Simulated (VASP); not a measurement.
# LuH2 (Fm-3m) in VASP: a series of runs

Runs on LuH2. Level: PBEsol. Tasks: single point, relaxation of volume and atoms at fixed shape.

Everything below comes from runs of VASP 6.6.1. Logs are shortened: lines on timing, memory, paths and dates and some standing lists are left out, and cuts for length are marked.

**1. The cell of the first run**

The structure is cubic, space group Fm-3m (No. 225). Conventional cell: a = 4.959 Å, b = 4.959 Å, c = 4.959 Å, α = 90.00°, β = 90.00°, γ = 90.00°. Within 2.8 Å of Lu (site symmetry m-3m) lie 8 H at 2.15 Å. Within 2.8 Å of H (site symmetry -43m) lie 4 Lu at 2.15 Å and 6 H at 2.48 Å.

**2. Single point, PBEsol**

The input, INCAR:

```
SYSTEM = LuH2
PREC     = Accurate       ! precision mode
ENCUT    = 520            ! plane-wave cutoff, eV
EDIFF    = 1E-6           ! SCF threshold, eV
ISMEAR   = 1              ! smearing method
SIGMA    = 0.02           ! smearing width, eV
LREAL    = .False.        ! projectors in reciprocal space
LASPH    = .True.         ! aspherical terms in the spheres
NELM     = 60             ! most SCF steps
ALGO     = Normal         ! electronic algorithm
ISIF     = 2              ! what is computed and relaxed
LWAVE    = .False.        ! write WAVECAR
LCHARG   = .False.        ! write CHGCAR
GGA      = PS             ! functional
NBANDS   = 20             ! bands
```

The input, KPOINTS:

```
regular mesh
0
Gamma
  8 8 8
  0 0 0
```

The input, POSCAR:

```
LuH2
1.0
    0.0000000000      2.4794557139      2.4794557139
    2.4794557139      0.0000000000      2.4794557139
    2.4794557139      2.4794557139      0.0000000000
Lu H
1 2
Direct
    0.0000000000      0.0000000000      0.0000000000
    0.2500000000      0.2500000000      0.2500000000
    0.7500000000      0.7500000000      0.7500000000
```

Potentials or basis: VASP PAW PBE potentials, release 64 (Lu, H).

On the command line:

```console
> cat potpaw_PBE.64/Lu/POTCAR potpaw_PBE.64/H/POTCAR > POTCAR
> mpirun -np 1 vasp_std > vasp.out
```

OUTCAR:

```text
SYSTEM = LuH2
   PREC = Accurate
   ENCUT = 520
   EDIFF = 1E-6
   ISMEAR = 1
   LREAL = .False.
   LASPH = .True.
   NELM = 60
   ISIF = 2
   GGA = PS

 ion  position               nearest neighbor table
   1  0.000  0.000  0.000-   3 2.15   3 2.15   3 2.15   2 2.15   3 2.15   2 2.15   2 2.15   2 2.15

   2  0.250  0.250  0.250-   1 2.15   1 2.15   1 2.15   1 2.15
   3  0.750  0.750  0.750-   1 2.15   1 2.15   1 2.15   1 2.15

  LATTYP: Found a face centered cubic cell.
 ALAT       =     4.9589114278

  Lattice vectors:

 A1 = (   0.0000000000,   2.4794557139,   2.4794557139)
 A2 = (   2.4794557139,   0.0000000000,   2.4794557139)
 A3 = (   2.4794557139,   2.4794557139,   0.0000000000)

Analysis of symmetry for initial positions (statically):
=====================================================================
 Subroutine PRICEL returns:
 Original cell was already a primitive cell.

 Routine SETGRP: Setting up the symmetry group for a
 face centered cubic supercell.

 Subroutine GETGRP returns: Found 48 space group operations
[... 9 lines left out ...]

 Routine SETGRP: Setting up the symmetry group for a
 face centered cubic supercell.

 Subroutine GETGRP returns: Found 48 space group operations
[... 11 lines left out ...]
                                     Primitive cell

  volume of cell :      30.4859

  direct lattice vectors                    reciprocal lattice vectors
     0.000000000  2.479455714  2.479455714    -0.201657161  0.201657161  0.201657161
     2.479455714  0.000000000  2.479455714     0.201657161 -0.201657161  0.201657161
     2.479455714  2.479455714  0.000000000     0.201657161  0.201657161 -0.201657161

  length of vectors
     3.506479898  3.506479898  3.506479898     0.349280448  0.349280448  0.349280448

  position of ions in fractional coordinates (direct lattice)
     0.000000000  0.000000000  0.000000000
     0.250000000  0.250000000  0.250000000
     0.750000000  0.750000000  0.750000000

  ion indices of the primitive-cell ions
   primitive index   ion index
                 1           1
                 2           2
                 3           3

----------------------------------------------------------------------------------------

 KPOINTS: regular mesh

Automatic generation of k-mesh.
 Grid dimensions read from file:
 generate k-points for:    8    8    8

 Generating k-lattice:

  Cartesian coordinates                     Fractional coordinates (reciprocal lattice)
    -0.025207145  0.025207145  0.025207145     0.125000000  0.000000000  0.000000000
     0.025207145 -0.025207145  0.025207145     0.000000000  0.125000000  0.000000000
     0.025207145  0.025207145 -0.025207145     0.000000000  0.000000000  0.125000000

  Length of vectors
     0.043660056  0.043660056  0.043660056

  Shift w.r.t. Gamma in fractional coordinates (k-lattice)
     0.000000000  0.000000000  0.000000000

 Subroutine IBZKPT returns following result:
 ===========================================

 Found     29 irreducible k-points:

 Following reciprocal coordinates:
            Coordinates               Weight
  0.000000  0.000000  0.000000      1.000000
  0.125000  0.000000  0.000000      8.000000
  0.250000  0.000000  0.000000      8.000000
  0.375000  0.000000  0.000000      8.000000
  0.500000  0.000000  0.000000      4.000000
  0.125000  0.125000  0.000000      6.000000
[... 16 lines left out ...]
  0.500000  0.250000  0.125000     48.000000
 -0.375000  0.250000  0.125000     24.000000
 [... further k-points ...]
   k-points           NKPTS =     29   k-points in BZ     NKDIM =     29   number of bands    NBANDS=     20
   number of dos      NEDOS =    301   number of ions     NIONS =      3
   total plane-waves  NPLWV =  21952
   dimension x,y,z NGX =    28 NGY =   28 NGZ =   28
   dimension x,y,z NGXF=    56 NGYF=   56 NGZF=   56
   ions per type =               1   2
   NGX,Y,Z   is equivalent  to a cutoff of  13.28, 13.28, 13.28 a.u.
   NGXF,Y,Z  is equivalent  to a cutoff of  26.55, 26.55, 26.55 a.u.
 SYSTEM =  LuH2
   PREC   = accura    normal or accurate (medium, high low for compatibility)
   ISTART =      0    job   : 0-new  1-cont  2-samecut
   ICHARG =      2    charge: 1-file 2-atom 10-const
   ISPIN  =      1    spin polarized calculation?
   LNONCOLLINEAR =      F non collinear calculations
   LSORBIT =      F    spin-orbit coupling
   LASPH  =      T    aspherical Exc in radial PAW
   ENCUT  =  520.0 eV  38.22 Ry    6.18 a.u.   6.52  6.52  6.52*2*pi/ulx,y,z
   NELM   =     60;   NELMIN=  2; NELMDL= -5     # of ELM steps
   EDIFF  = 0.1E-05   stopping-criterion for ELM
   LREAL  =      F    real-space projection
[... 7 lines left out ...]
   TEBEG  =    0.0;   TEEND  =   0.0 temperature during run
   PSTRESS=    0.0 pullay stress
   NELECT =      27.0000    total number of electrons
   NUPDOWN=      -1.0000    fix difference up-down
   EMIN   =  10.00;   EMAX   =-10.00  energy-range for DOS
   EFERMI =   0.00;   METHOD = LEGACY
   ISMEAR =     1;   SIGMA  =   0.02  broadening in eV -4-tet -1-fermi 0-gaus
   EFERMI_NEDOS =   21; number of points for ismear=-14 and -15
   IALGO  =     38    algorithm
   IMIX   =      4    mixing-type and parameters
     AMIX     =   0.40;   BMIX     =  1.00
     AMIX_MAG =   1.60;   BMIX_MAG =  1.00
  volume/ion in A,a.u.               =      10.16        68.58
  Fermi-wavevector in a.u.,A,eV,Ry     =   1.572159  2.970949 33.629291  2.471683
  Thomas-Fermi vector in A             =   2.673635
   LORBIT       =      0    0 simple, 1 ext, 2 COOP (PROOUT), +10 PAW based schemes
   GGA     = PS    functional components
   LHFCALC =     F    Hartree Fock is set to
   AEXX    =    0.0000 exact exchange contribution
   IVDW    =     0    specifies the selected vdW correction
   LEPSILON=     F    determine dielectric tensor
   LRPA    =     F    only Hartree local field effects (RPA)
 non-spin polarized calculation
 Methfessel and Paxton  Order N= 1 SIGMA  =   0.02
  energy-cutoff  :      520.00
  volume of cell :       30.49
 maximum number of plane-waves:       869
 NGX is ok and might be reduce to    28
   NGX = 13   NGY = 13   NGZ = 13

 number of electron      26.9999997 magnetization

 Free energy of the ion-electron system (eV)
  ---------------------------------------------------
  ext. energy  EPLUGINS =         0.00000000
  ---------------------------------------------------
  free energy    TOTEN  =       -13.68793535 eV

  energy without entropy =      -13.68778105  energy(sigma->0) =      -13.68788392

 E-fermi :   2.7333     XC(G=0): -11.4097

 val. band max:        2.7221033741   @ k =   0.3750   0.2500   0.0000
 cond. band min:       2.7457117703   @ k =   0.5000   0.2500   0.1250
 fundamental gap:      0.0236083961
 Fermi energy:         2.7332787483

 k-point     1 :       0.0000    0.0000    0.0000
  band No.  band energies     occupation
      1     -53.3133      2.00000
      2     -23.8110      2.00000
      3     -23.8110      2.00000
      4     -23.8110      2.00000
      5      -6.7662      2.00000
      6      -2.4447      2.00000
[... 12 lines left out ...]
     19      13.0553      0.00000
     20      15.3341      0.00000

 k-point     2 :       0.1250    0.0000    0.0000
  band No.  band energies     occupation
      1     -53.3093      2.00000
      2     -23.8911      2.00000
      3     -23.8207      2.00000
      4     -23.8207      2.00000
      5      -6.3882      2.00000
      6      -2.4510      2.00000
[... 12 lines left out ...]
     19      11.7420      0.00000
     20      16.2205      0.00000

 k-point     3 :       0.2500    0.0000    0.0000
  band No.  band energies     occupation
      1     -53.2998      2.00000
      2     -24.0784      2.00000
      3     -23.8439      2.00000
      4     -23.8439      2.00000
      5      -5.4226      2.00000
      6      -2.4643      2.00000
[... 12 lines left out ...]
     19      11.1117      0.00000
     20      13.8698      0.00000

 k-point     4 :       0.3750    0.0000    0.0000
  band No.  band energies     occupation
      1     -53.2902      2.00000
      2     -24.2577      2.00000
      3     -23.8669      2.00000
      4     -23.8669      2.00000
      5      -4.4198      2.00000
      6      -2.4514      2.00000
[... 12 lines left out ...]
     19      10.7831      0.00000
     20      13.1175      0.00000

 k-point     5 :       0.5000    0.0000    0.0000
  band No.  band energies     occupation
      1     -53.2862      2.00000
      2     -24.3299      2.00000
      3     -23.8764      2.00000
      4     -23.8764      2.00000
      5      -4.0504      2.00000
      6      -2.4216      2.00000
[... 12 lines left out ...]
     19       9.5029      0.00000
     20      14.3062      0.00000

 k-point     6 :       0.1250    0.1250    0.0000
  band No.  band energies     occupation
      1     -53.3080      2.00000
      2     -23.8921      2.00000
      3     -23.8366      2.00000
      4     -23.8366      2.00000
      5      -6.2563      2.00000
      6      -2.4541      2.00000
[... 12 lines left out ...]
     19      12.0638      0.00000
     20      15.7149      0.00000

 k-point     7 :       0.2500    0.1250    0.0000
  band No.  band energies     occupation
      1     -53.3003      2.00000
      2     -24.0304      2.00000
      3     -23.8642      2.00000
      4     -23.8588      2.00000
      5      -5.4601      2.00000
      6      -2.4695      2.00000
[... 12 lines left out ...]
     19      11.5586      0.00000
     20      14.5093      0.00000
[... 277 lines left out ...]
 k-point    20 :      -0.3750    0.3750    0.0000
  band No.  band energies     occupation
      1     -53.2781      2.00000
      2     -24.2263      2.00000
      3     -24.1019      2.00000
      4     -23.9482      2.00000
      5      -2.6892      2.00000
      6      -2.4093      2.00000
[... 12 lines left out ...]
     19      11.8321      0.00000
     20      13.0129      0.00000

 k-point    21 :       0.5000    0.5000    0.0000
  band No.  band energies     occupation
      1     -53.2773      2.00000
      2     -24.3185      2.00000
      3     -23.9836      2.00000
      4     -23.9836      2.00000
      5      -2.7333      2.00000
      6      -2.3790      2.00000
[... 12 lines left out ...]
     19       9.4983      0.00000
     20      10.3113      0.00000

 k-point    22 :       0.3750    0.2500    0.1250
  band No.  band energies     occupation
      1     -53.2926      2.00000
      2     -24.1268      2.00000
      3     -23.9361      2.00000
      4     -23.8743      2.00000
      5      -4.5594      2.00000
      6      -2.4892      2.00000
[... 12 lines left out ...]
     19      11.4854      0.00000
     20      12.5411      0.00000

 k-point    23 :       0.5000    0.2500    0.1250
  band No.  band energies     occupation
      1     -53.2849      2.00000
      2     -24.2197      2.00000
      3     -23.9964      2.00000
      4     -23.9018      2.00000
      5      -3.5803      2.00000
      6      -2.4801      2.00000
[... 12 lines left out ...]
     19      11.2751      0.00000
     20      12.4914      0.00000

 k-point    24 :      -0.3750    0.2500    0.1250
  band No.  band energies     occupation
      1     -53.2818      2.00000
      2     -24.2583      2.00000
      3     -24.0173      2.00000
      4     -23.9163      2.00000
      5      -3.2415      2.00000
      6      -2.4336      2.00000
[... 12 lines left out ...]
     19      11.2044      0.00000
     20      12.6051      0.00000

 [... further k-points ...]

------------------------ aborting loop because EDIFF is reached ----------------------------------------

  FORCE on cell =-STRESS in cart. coord.  units (eV):
  Direction    XX          YY          ZZ          XY          YZ          ZX
  --------------------------------------------------------------------------------------
  -------------------------------------------------------------------------------------
  Total        0.0701508      0.0701508      0.0701508     -0.0000000      0.0000000     -0.0000000
  in kB        3.6867555      3.6867555      3.6867555     -0.0000000      0.0000000     -0.0000000
  external PRESSURE =       3.6867555 kB  Pullay stress =       0.0000000 kB

 VOLUME and BASIS-vectors are now :
 -----------------------------------------------------------------------------
  energy-cutoff  :      520.00
  volume of cell :       30.49
      direct lattice vectors                 reciprocal lattice vectors
     0.000000000  2.479455714  2.479455714    -0.201657161  0.201657161  0.201657161
     2.479455714  0.000000000  2.479455714     0.201657161 -0.201657161  0.201657161
     2.479455714  2.479455714  0.000000000     0.201657161  0.201657161 -0.201657161

 POSITION                                       TOTAL-FORCE (eV/Angst)
 -----------------------------------------------------------------------------------
      0.00000      0.00000      0.00000         0.000000      0.000000      0.000000
      1.23973      1.23973      1.23973         0.000000      0.000000     -0.000000
      3.71918      3.71918      3.71918        -0.000000     -0.000000      0.000000
 -----------------------------------------------------------------------------------
    total drift:                               -0.000000     -0.000000      0.000000

  FREE ENERGIE OF THE ION-ELECTRON SYSTEM (eV)
  ---------------------------------------------------
  free  energy   TOTEN  =       -13.6879353528 eV

  energy  without entropy=      -13.6877810511  energy(sigma->0) =      -13.68788392
```

Run time: 13 s. Hardware: 1 thread of Intel Xeon Platinum 8488C (Sapphire Rapids), shared host; peak memory 0.18 GiB.

What came out:

```
Free energy : -13.6879 eV
Pressure    : 0.4 GPa
```

Caveat: the PAW data sets were made with another functional, which shifts forces and pressure a little; spin-orbit coupling is left out, which moves the levels of the heavy elements.

**3. Relaxation of volume and atoms at fixed shape, PBEsol**

This run uses another cell than the first one, of 10.62 Å³/atom, 1.045 times its volume.

The input, INCAR:

```
  PREC = Accurate
  ENCUT = 600
  EDIFF = 1E-6
  ISMEAR = 1
  SIGMA = 0.02
  LREAL = F
  LASPH = T
  NELM = 80
  ALGO = Normal
  ISIF = 8
  LWAVE = F
  LCHARG = F
  GGA = PS
  IBRION = 2
  NSW = 80
  EDIFFG = -0.01
```

The input, KPOINTS:

```
regular mesh
0
Gamma
  8 8 8
```

The input, POSCAR:

```
LuH2
1.0
    0.0000000000      2.5165000000      2.5165000000
    2.5165000000      0.0000000000      2.5165000000
    2.5165000000      2.5165000000      0.0000000000
Lu H
1 2
Direct
    0.0000000000      0.0000000000      0.0000000000
    0.2500000000      0.2500000000      0.2500000000
    0.7500000000      0.7500000000      0.7500000000
```

Potentials or basis: VASP PAW PBE potentials, release 64 (Lu, H).

On the command line:

```console
> cat potpaw_PBE.64/Lu/POTCAR potpaw_PBE.64/H/POTCAR > POTCAR
> mpirun -np 1 vasp_std > vasp.out
```

OUTCAR:

```text
PREC = Accurate
   ENCUT = 600
   EDIFF = 1E-6
   ISMEAR = 1
   LREAL = F
   LASPH = T
   NELM = 80
   ISIF = 8
   GGA = PS
   IBRION = 2
   NSW = 80
   EDIFFG = -0.01

 ion  position               nearest neighbor table
   1  0.000  0.000  0.000-   3 2.18   3 2.18   3 2.18   2 2.18   2 2.18   2 2.18   3 2.18   2 2.18

   2  0.250  0.250  0.250-   1 2.18   1 2.18   1 2.18   1 2.18
   3  0.750  0.750  0.750-   1 2.18   1 2.18   1 2.18   1 2.18

  LATTYP: Found a face centered cubic cell.
 ALAT       =     5.0330000000

  Lattice vectors:

 A1 = (   0.0000000000,   2.5165000000,   2.5165000000)
 A2 = (   2.5165000000,   0.0000000000,   2.5165000000)
 A3 = (   2.5165000000,   2.5165000000,   0.0000000000)

Analysis of symmetry for initial positions (statically):
=====================================================================
 Subroutine PRICEL returns:
 Original cell was already a primitive cell.

 Routine SETGRP: Setting up the symmetry group for a
 face centered cubic supercell.

[... 175 lines left out ...]
  --------------------------------------------------------------------------------------
  -------------------------------------------------------------------------------------
  Total       -0.7270660     -0.7270660     -0.7270660      0.0000000      0.0000000      0.0000000
  in kB      -36.5480015    -36.5480015    -36.5480015      0.0000000      0.0000000      0.0000000
  external PRESSURE =     -36.5480015 kB  Pullay stress =       0.0000000 kB
[... 61 lines left out ...]
--------------------------------------- Ionic step        3  -------------------------------------------

 number of electron      26.9999997 magnetization

 Free energy of the ion-electron system (eV)
  ---------------------------------------------------
  ext. energy  EPLUGINS =         0.00000000
  ---------------------------------------------------
  free energy    TOTEN  =       -13.68965081 eV

  energy without entropy =      -13.68950474  energy(sigma->0) =      -13.68960212

 E-fermi :   2.7161     XC(G=0): -11.3842

 val. band max:        2.7047626825   @ k =   0.3750   0.2500   0.0000
 cond. band min:       2.7286102740   @ k =   0.5000   0.2500   0.1250
 fundamental gap:      0.0238475915
 Fermi energy:         2.7160901325

 k-point     1 :       0.0000    0.0000    0.0000
  band No.  band energies     occupation
      1     -53.3481      2.00000
      2     -23.8478      2.00000
      3     -23.8478      2.00000
      4     -23.8478      2.00000
      5      -6.7650      2.00000
      6      -2.4716      2.00000
[... 457 lines left out ...]
      4     -23.9512      2.00000
      5      -3.2501      2.00000
      6      -2.4586      2.00000
[... 9 lines left out ...]
     16       7.3377      0.00000
     17       8.9645      0.00000

 [... further k-points ...]

------------------------ aborting loop because EDIFF is reached ----------------------------------------

  FORCE on cell =-STRESS in cart. coord.  units (eV):
  Direction    XX          YY          ZZ          XY          YZ          ZX
  --------------------------------------------------------------------------------------
  -------------------------------------------------------------------------------------
  Total       -0.0039303     -0.0039303     -0.0039303     -0.0000000     -0.0000000      0.0000000
  in kB       -0.2055099     -0.2055099     -0.2055099     -0.0000000     -0.0000000      0.0000000
  external PRESSURE =      -0.2055099 kB  Pullay stress =       0.0000000 kB
[... 18 lines left out ...]
  FREE ENERGIE OF THE ION-ELECTRON SYSTEM (eV)
  ---------------------------------------------------
  free  energy   TOTEN  =       -13.6896508079 eV

  energy  without entropy=      -13.6895047364  energy(sigma->0) =      -13.68960212

 reached required accuracy - stopping structural energy minimisation
```

Wall time 36 s (1 thread of Intel Xeon Platinum 8488C (Sapphire Rapids), shared host); peak memory 0.18 GiB.

Results:

```
Free energy                            : -13.6897 eV
Relaxed volume                         : 10.21 Å³/atom
Relaxed cell                           : a = 3.512 Å, b = 3.512 Å, c = 3.512 Å, α = 60.00°, β = 60.00°, γ = 60.00°
Space group after relaxing (to 0.05 Å) : Fm-3m (No. 225)
Energy gained by relaxing              : 4.8 meV/atom
Ionic steps                            : 3
Pressure after relaxing                : 0.0 GPa
```

The path:
```csv
step,energy change (eV),largest force (eV/Å),pressure (GPa),volume (Å³)
1,0.0000,0.0000,-3.65,31.87
2,-0.0143,0.0000,-0.41,30.77
3,-0.0145,0.0000,-0.02,30.64
```

Final structure:
```cif
data_structure
_symmetry_space_group_name_H-M 'P 1'
_symmetry_Int_Tables_number 1
_cell_length_a 3.5124
_cell_length_b 3.5124
_cell_length_c 3.5124
_cell_angle_alpha 60.000
_cell_angle_beta 60.000
_cell_angle_gamma 60.000
_cell_volume 30.64
loop_
_atom_site_label
_atom_site_type_symbol
_atom_site_fract_x
_atom_site_fract_y
_atom_site_fract_z
_atom_site_occupancy
Lu1 Lu 0.00000 0.00000 0.00000 1
H1 H 0.25000 0.25000 0.25000 1
H2 H 0.75000 0.75000 0.75000 1
```

Caveat: the PAW data sets were made with another functional, which shifts forces and pressure a little; spin-orbit coupling is left out, which moves the levels of the heavy elements.
